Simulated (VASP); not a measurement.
The system is Re.

```
Re
1.0
     3.86509    0.00000    0.00000
    -1.93254    3.34726    0.00000
     0.00000    0.00000    3.29469
Re
3
Direct
  0.33333 0.66667 0.50000
  0.00000 0.00000 0.00000
  0.66667 0.33333 0.50000
```

Base run:

| Quantity | Value |
| --- | --- |
| Program | VASP 6.6.1 |
| Functional | PBE |
| Potentials or basis | VASP PAW PBE potentials, release 64 (Re) |
| Cutoff | 520 eV |
| k mesh | 6 × 6 × 6 |
| Occupations | gaussian, width 0.1 eV |
| Spin | no spin polarisation |

Its results: pressure 66.9 GPa.

Problem. The run is repeated on the same cell with these changes: potentials or basis from VASP PAW PBE potentials, release 64 (Re) to VASP PAW PBE potentials, release 64 (Re_sv_GW); cutoff from 520 eV to 500 eV; further incar settings from ALGO = Normal; EDIFF = 1e-07; NBANDS = 18 to ALGO = Normal; EDIFF = 1e-06; NBANDS = 30; valence electrons from 21 to 45. What comes out?

Solution. Pressure 67.8 GPa.
